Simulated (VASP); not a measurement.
**BeS: single point with LDA**

BeS:

```xyz
2
Lattice="2.3982 2.3982 0.0000 -2.3982 2.3982 0.0000 0.0000 2.3982 2.3982" Properties=species:S:1:pos:R:3 pbc="T T T"
Be    0.0000    0.0000    0.0000
S     1.1991    3.5973    1.1991
```

| Property | Result |
| --- | --- |
| Program | VASP 6.6.1 |
| Task | single point |
| Functional | LDA |
| Potentials or basis | VASP PAW LDA potentials, release 64 (Be, S) |
| Cutoff | 520 eV |
| k mesh | 12 × 12 × 12 |
| Occupations | fermi-dirac, width 0.1 eV |
| Spin | no spin polarisation |

```yaml
Pressure: 0.0 GPa
Band_gap_on_the_k_mesh: 2.83 eV, indirect (least direct gap 5.53 eV)
```

Levels at points of the mesh, in eV from the valence-band top:
| k point | band 1 | band 2 | band 3 | band 4 | band 5 | band 6 | band 7 | band 8 | band 9 |
| --- | --- | --- | --- | --- | --- | --- | --- | --- | --- |
| (0.00, 0.00, 0.00) | -13.88 | 0.00 | 0.00 | 0.00 | 5.53 | 5.53 | 5.53 | 5.96 | 12.88 |
| (0.50, 0.00, 0.00) | -12.16 | -6.06 | -1.09 | -1.09 | 5.48 | 6.43 | 6.43 | 11.07 | 15.05 |
| (0.50, 0.50, 0.00) | -11.58 | -5.21 | -2.79 | -2.79 | 2.83 | 4.77 | 12.88 | 12.88 | 15.75 |

It took 27 s on 1 thread of AMD EPYC 7R43 64-Core Processor (Zen 3), with other jobs on the host, peak memory 0.11 GiB.

A k mesh can miss the band edges. Expect the measured gap to be larger: semilocal functionals such as LDA lack the derivative discontinuity.
